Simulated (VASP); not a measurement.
# Zn: single point with BLYP

Zn:

```xyz
1
Lattice="0.0000 1.9465 1.9465 1.9465 0.0000 1.9465 1.9465 1.9465 0.0000" Properties=species:S:1:pos:R:3 pbc="T T T"
Zn    0.0000    0.0000    0.0000
```

This cell differs from its parent crystal: volume scaled by 0.88.

```
Program             : VASP 6.6.1
Task                : single point
Functional          : BLYP
Potentials or basis : VASP PAW PBE potentials, release 64 (Zn)
Cutoff              : 520 eV
k mesh              : 15 × 15 × 15
Occupations         : fermi-dirac, width 0.1 eV
Spin                : no spin polarisation
```

| Item | Value |
| --- | --- |
| Pressure | 8.7 GPa |
| Band gap on the k mesh | zero (band 6 reaches 5.59 eV, above the bottom of band 7 at 2.47 eV) |

Levels at points of the mesh, in eV from the Fermi level:
```csv
k point,band 3,band 4,band 5,band 6,band 7,band 8,band 9,band 10
"(0.00, 0.00, 0.00)",-7.84,-7.84,-7.45,-7.45,18.48,18.48,18.48,19.49
```

Run time: 9.1 s on 1 thread of Intel(R) Xeon(R) 6975P-C (Granite Rapids), with other jobs on the host, peak memory 0.13 GiB.

Caveat: the PAW data sets were made with another functional, which shifts forces and pressure a little.
